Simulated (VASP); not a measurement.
Al2GaP3:

```xyz
6
Lattice="4.6373 0.0000 0.0000 -2.3186 4.0160 0.0000 0.0000 0.0000 6.0467" Properties=species:S:1:pos:R:3 pbc="T T T"
Al    0.0000    2.6773    5.2797
Al    2.3186    1.3387    0.7670
Ga    0.0000    0.0000    0.0000
P     2.3186    0.0000    3.0233
P    -1.1593    2.0080    3.0233
P     1.1593    2.0080    3.0233
```

| Item | Value |
| --- | --- |
| Program | VASP 6.6.1 |
| Task | relaxation of cell and atoms |
| Functional | PBE |
| Potentials or basis | VASP PAW PBE potentials, release 64 (Al, Ga_d, P) |
| Cutoff | 600 eV |
| k mesh | 6 × 6 × 4 |
| Occupations | gaussian, width 0.1 eV |
| Spin | no spin polarisation |

At the start: pressure 0.3 GPa; volume 18.77 Å³/atom.

Question: Where does the relaxation end?

Answer: Over 26 steps the energy falls by 31.1 meV/atom and the volume is 17.81 Å³/atom (-5.1 %); space group P-3m1 (No. 164, to 0.05 Å).

Step by step:
| step | energy change (eV) | largest force (eV/Å) | pressure (GPa) | volume (Å³) |
| --- | --- | --- | --- | --- |
| 1 | 0.0000 | 0.1180 | 0.27 | 112.61 |
| 2 | -0.0103 | 0.1242 | -0.12 | 113.11 |
| 3 | -0.0192 | 0.1209 | -0.63 | 113.83 |
| 4 | -0.0408 | 0.0852 | -1.53 | 115.21 |
| 5 | -0.0524 | 0.0833 | -3.11 | 117.77 |
| 6 | -0.0544 | 0.0788 | -2.33 | 116.50 |
| 7 | -0.0588 | 0.0876 | -2.32 | 116.41 |
| 8 | -0.0722 | 0.1181 | -2.29 | 116.15 |
| 9 | -0.0903 | 0.2037 | -2.20 | 115.57 |
| 10 | -0.0920 | 0.2519 | -2.18 | 115.29 |
| 11 | -0.1040 | 0.2783 | -1.83 | 114.44 |
| 12 | -0.1288 | 0.3584 | -0.66 | 111.93 |
| 13 | -0.1248 | 0.5334 | 2.01 | 107.00 |
| 14 | -0.1361 | 0.4369 | 0.49 | 109.68 |
| 15 | -0.1449 | 0.3687 | 0.43 | 109.49 |
| 16 | -0.1602 | 0.1802 | 0.33 | 108.91 |
| 17 | -0.1618 | 0.1078 | 0.28 | 108.66 |
| 18 | -0.1679 | 0.0823 | -0.04 | 108.91 |
| 19 | -0.1751 | 0.0227 | -0.93 | 109.62 |
| 20 | -0.1795 | 0.0461 | -0.67 | 108.96 |
| 21 | -0.1825 | 0.0760 | -0.38 | 108.17 |
| 22 | -0.1811 | 0.1419 | 0.19 | 106.59 |
| 23 | -0.1831 | 0.0986 | -0.22 | 107.62 |
| 24 | -0.1854 | 0.0791 | 0.02 | 107.12 |
| 25 | -0.1861 | 0.0605 | 0.24 | 106.65 |
| 26 | -0.1867 | 0.0307 | 0.03 | 106.88 |

Final structure:
```
Al Ga P
1.0
     4.82155    0.00000    0.00000
    -2.41077    4.17558    0.00000
     0.00000    0.00000    5.30860
Al Ga P
2 1 3
Direct
  0.33333 0.66667 0.91588
  0.66667 0.33333 0.08412
  0.00000 0.00000 0.00000
  0.50000 0.00000 0.50000
  0.00000 0.50000 0.50000
  0.50000 0.50000 0.50000
```
